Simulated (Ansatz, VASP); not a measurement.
**Cl in VASP and in Ansatz**

```
Cl
1.0
     5.52159    0.00000    0.00000
    -2.76079    4.78183    0.00000
     0.00000    0.00000    2.20804
Cl
3
Direct
  0.00000 0.00000 0.00000
  0.33333 0.66667 0.50000
  0.66667 0.33333 0.50000
```

Alike in both runs: task single point; functional PBE; k mesh 8 × 8 × 11; no spin polarisation.

|  | VASP | Ansatz |
| --- | --- | --- |
| version | VASP 6.6.1 | Ansatz 0.2.0 |
| potentials or method | VASP PAW PBE potentials, release 64 (Cl) | scalar-relativistic |
| plane-wave cutoff (eV) | 520 | 789 |
| occupations | methfessel-paxton of order 1, width 0.05 eV | cold, width 0.05 eV |
| valence electrons in the cell | 21 | 21 |

Ansatz gave:

```
gap on the k mesh at the Fermi level (eV)                     : none
pressure (GPa)                                                : 10.4
traceless stress, the component that is largest in VASP (GPa) : 0.17
```

Q: What did VASP give for the same quantities?

A: gap on the k mesh at the Fermi level (eV): none; pressure (GPa): 10.1; traceless stress, the component that is largest in VASP (GPa): -0.47.

A gap of «none» marks a metal or a gap that the smearing closes.
